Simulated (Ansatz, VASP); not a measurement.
**TiO2: VASP beside Ansatz**

Contents of POSCAR:

```
TiO2
1.0
    4.5969450471      0.0000000000      0.0000000000
    0.0000000000      4.5969450471      0.0000000000
    0.0000000000      0.0000000000      2.9535430805
Ti O
2 4
Direct
    0.0000000000      0.0000000000      0.0000000000
    0.5000000000      0.5000000000      0.5000000000
    0.3046314514      0.3046314514      0.0000000000
    0.1953685486      0.8046314514      0.5000000000
    0.6953685486      0.6953685486      0.0000000000
    0.8046314514      0.1953685486      0.5000000000
```

Contents of INCAR.step1:

```
ALGO = Normal ; EDIFF = 1E-4
ENCUT = 520 ; GGA = PE
ISMEAR = 0 ; LASPH = True
LCHARG = False ; LREAL = False
LWAVE = True ; NBANDS = 33
NELM = 60 ; PREC = Accurate
SIGMA = 0.02
```

File INCAR.step2:

```
ALGO = Normal ; EDIFF = 1E-6
ENCUT = 520 ; ISIF = 2
ISMEAR = 0 ; ISTART = 1
LASPH = True ; LCHARG = True
LELF = True ; LMIXTAU = True
LREAL = False ; LVHAR = True
LWAVE = False ; METAGGA = R2SCAN
NBANDS = 33 ; NELM = 60
PREC = Accurate ; SIGMA = 0.02
```

File KPOINTS:

```
k-points
0
Gamma
  6 6 10
```

Input for Ansatz:

```yaml
crystal:
  lattice:
    - [4.5969450479, 0.0, 0.0]
    - [0.0, 4.5969450479, 0.0]
    - [0.0, 0.0, 2.9535430796]
  atoms:
    - { symbol: Ti, position: [0.0, 0.0, 0.0] }
    - { symbol: Ti, position: [0.5, 0.5, 0.5] }
    - { symbol: O, position: [0.3046314516, 0.3046314516, 0.0] }
    - { symbol: O, position: [0.1953685484, 0.8046314516, 0.5] }
    - { symbol: O, position: [0.6953685484, 0.6953685484, 0.0] }
    - { symbol: O, position: [0.8046314516, 0.1953685484, 0.5] }
basis:
  ecutwfc: 500
kpoints:
  mp_grid: { grid: [6, 6, 10] }
  band_path: { path: [VBM, CBM], npoints: 2 }
hamiltonian:
  xc: r2scan
scf:
  occupations: { method: gaussian, width: 0.02 }
output:
  forces: false
  stress: false
  eigenvalues: true
checkpoint:
  read: start.run
  write: ck
  compress: false
  write_wavefunctions: false
  write_every: 100000
```

Alike in both runs: task single point; functional r2SCAN; k mesh 6 × 6 × 10; occupations gaussian, width 0.02 eV; no spin polarisation.

|  | VASP | Ansatz |
| --- | --- | --- |
| version | VASP 6.6.1 | Ansatz 0.2.0 |
| potentials or method | VASP PAW PBE potentials, release 64 (Ti_sv, O), cutoff 520 eV | scalar-relativistic, plane waves, PAW |
| valence electrons in the cell | 48 | 48 |

```tsv
	VASP	Ansatz	Ansatz less VASP
gap on the k mesh at the Fermi level (eV)	2.23	2.22	-0.009
least direct gap on the mesh (eV)	2.23	2.22	-0.009
```

VASP's potentials were made for PBE, not for r2SCAN.
